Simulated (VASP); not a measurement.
Write the native input for VASP 6.6.1 that does the following.

| Item | Value |
| --- | --- |
| Task | single point |
| Functional | PBEsol-based global hybrid |
| Potentials or basis | VASP PAW PBE potentials, release 64 (Te, Sn_d) |
| Cutoff | 520 eV |
| k mesh | 4 × 4 × 4 |
| Occupations | fermi-dirac, width 0.05 eV |
| Spin | no spin polarisation |
| Dipole correction | no |
| Grid for exact exchange (PRECFOCK) | Normal |
| Share of exact exchange | 0.25 |
| Further INCAR settings | ALGO = Normal; EDIFF = 1e-06; NBANDS = 17 |

Crystal: SnTe.

```xyz
2
Lattice="0.0000 3.5385 3.5385 3.5385 0.0000 3.5385 3.5385 3.5385 0.0000" Properties=species:S:1:pos:R:3 pbc="T T T"
Te    1.7692    1.7692    1.7692
Sn    0.0000    0.0000    0.0000
```

One way to write it, as run:

POSCAR

```
SnTe
1.0
    0.0000000000      3.5384680836      3.5384680836
    3.5384680836      0.0000000000      3.5384680836
    3.5384680836      3.5384680836      0.0000000000
Te Sn
1 1
Direct
    0.2500000000      0.2500000000      0.2500000000
    0.0000000000      0.0000000000      0.0000000000
```

INCAR.step1

```
  ALGO = Normal
  EDIFF = 1E-5
  ENCUT = 520
  GGA = PE
  ISIF = 2
  ISMEAR = -1
  LASPH = True
  LCHARG = False
  LREAL = False
  LWAVE = True
  NBANDS = 17
  NELM = 80
  PREC = Accurate
  SIGMA = 0.05
```

INCAR.step2

```
  AEXX = 0.25
  ALGO = Normal
  EDIFF = 1E-6
  ENCUT = 520
  GGA = PS
  ISIF = 2
  ISMEAR = -1
  ISTART = 1
  LASPH = True
  LCHARG = False
  LHFCALC = True
  LREAL = False
  LWAVE = False
  NBANDS = 17
  NELM = 80
  PREC = Accurate
  PRECFOCK = Normal
  SIGMA = 0.05
```

KPOINTS

```
k-points
0
Gamma
  4 4 4
```

Potentials or basis: VASP PAW PBE potentials, release 64 (Te, Sn_d).

Launch:

```bash
$ cat potpaw_PBE.64/Te/POTCAR potpaw_PBE.64/Sn_d/POTCAR > POTCAR
$ cp INCAR.step1 INCAR
$ mpirun -np 1 vasp_std > vasp.out
$ cp INCAR.step2 INCAR
$ mpirun -np 1 vasp_std > vasp.out
```

Results of the run:

The pressure is -0.2 GPa and the band gap on the k mesh is 0.71 eV, indirect (least direct gap 1.67 eV).

Caveat: the PAW data sets were made with another functional, which shifts forces and pressure a little; spin-orbit coupling is left out, which moves the levels of the heavy elements.

Wall time 14 min on 1 thread of AMD EPYC 7R13 Processor (Zen 3) (shared host), peak memory 0.22 GiB.
